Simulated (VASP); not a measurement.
Write the native input for VASP 6.6.1 that does the following.

```yaml
Task: single point
Functional: PBEsol
Potentials_or_basis: VASP PAW PBE potentials, release 64 (Ba_sv, Zr_sv, O_h)
Cutoff: 910 eV
k_mesh: 6 × 6 × 6
Occupations: gaussian, width 0.01 eV
Spin: no spin polarisation
Dipole_correction: no
Second_run: hard_potentials
Further_INCAR_settings: ALGO = Normal; EDIFF = 1e-06; NBANDS = 28
```

The structure of BaZrO3 lies in POSCAR:

```
BaZrO3
1.0
    4.1913400000      0.0000000000      0.0000000000
    0.0000000000      4.1913400000      0.0000000000
    0.0000000000      0.0000000000      4.1913400000
Ba Zr O
1 1 3
Direct
    0.0000000000      0.0000000000      0.0000000000
    0.5000000000      0.5000000000      0.5000000000
    0.5000000000      0.5000000000      0.0000000000
    0.5000000000      0.0000000000      0.5000000000
    0.0000000000      0.5000000000      0.5000000000
```

These files were run (other wordings do the same):

INCAR

```
SYSTEM = BaZrO3
ALGO = Normal
EDIFF = 1E-6
ENCUT = 910
GGA = PS
GGA_COMPAT = .False.
ISIF = 2
ISMEAR = 0
LASPH = .True.
LCHARG = .True.
LELF = .True.
LREAL = .False.
LVHAR = .True.
LWAVE = .False.
NBANDS = 28
NELM = 120
PREC = Accurate
SIGMA = 0.01
```

KPOINTS

```
k-points
0
Gamma
  6 6 6
  0 0 0
```

Potentials or basis: VASP PAW PBE potentials, release 64 (Ba_sv, Zr_sv, O_h).

Launch:

```console
$ cat potpaw_PBE.64/Ba_sv/POTCAR potpaw_PBE.64/Zr_sv/POTCAR potpaw_PBE.64/O_h/POTCAR > POTCAR
$ mpirun -np 1 vasp_std > vasp.out
```

Results of the run:

```
Pressure               : -0.4 GPa
Band gap on the k mesh : 3.11 eV, indirect (least direct gap 3.33 eV)
```

Caveat: the cutoff is under 1.25 times the usual one of these potentials, so pressure, stress and relaxed cells hold a basis-set (Pulay) error; the PAW data sets were made with another functional, which shifts forces and pressure a little; spin-orbit coupling is left out, which moves the levels of the heavy elements.

Wall time 59 s on 1 thread of AMD EPYC 9R45 96-Core Processor (Zen 5), with other jobs on the host, peak memory 0.28 GiB.
